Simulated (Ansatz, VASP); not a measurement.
This is a calculation of Nb for Ansatz 0.2.0.

input.yaml

```yaml
crystal:
  lattice:
    - [0.0, 2.1008049414, 2.1008049414]
    - [2.1008049414, 0.0, 2.1008049414]
    - [2.1008049414, 2.1008049414, 0.0]
  atoms:
    - { symbol: Nb, position: [0.0, 0.0, 0.0] }
kpoints:
  mp_grid: { grid: [11, 11, 11] }
scf:
  occupations: { method: fermi_dirac, width: 0.05 }
hamiltonian:
  xc: pbe
  pseudopotentials: { kind: all_electron, lapw: { basis_error: 0.0005 } }
output:
  forces: true
  stress: true
  eigenvalues: true
```

Potentials or basis: all-electron LAPW, scalar-relativistic.

The run is started by

```console
$ ansatz run input.yaml --threads 1 --pin off --max-ram 2560MiB --backend cpu --events-out ev --progress --plain --runs-dir out
```

Q: Set up the same calculation for VASP 6.6.1. Potentials there: VASP PAW PBE potentials, release 64 (Nb_sv).

A: As run (the cutoff follows the program's own potentials):

Contents of INCAR:

```
ALGO = Fast
EDIFF = 1E-6
ENCUT = 520
GGA = PE
ISIF = 2
ISMEAR = -1
LASPH = True
LCHARG = False
LREAL = False
LWAVE = False
NBANDS = 12
NELM = 60
PREC = Accurate
SIGMA = 0.05
```

File KPOINTS:

```
k-points
0
Gamma
  11 11 11
```

The input POSCAR:

```
Nb
1.0
    0.0000000000      2.1008049414      2.1008049414
    2.1008049414      0.0000000000      2.1008049414
    2.1008049414      2.1008049414      0.0000000000
Nb
1
Direct
    0.0000000000      0.0000000000      0.0000000000
```

Potentials or basis: VASP PAW PBE potentials, release 64 (Nb_sv).

Run with:

```bash
$ cat potpaw_PBE.64/Nb_sv/POTCAR > POTCAR
$ mpirun -np 1 vasp_std > vasp.out
```

Both were run:

|  | VASP | Ansatz | Ansatz less VASP |
| --- | --- | --- | --- |
| gap on the k mesh at the Fermi level (eV) | none | none | - |
| pressure (GPa) | 1.1 | 1.5 | +0.33 |

A gap of «none» marks a metal or a gap that the smearing closes. Ansatz ran all-electron here, and VASP with PAW potentials.
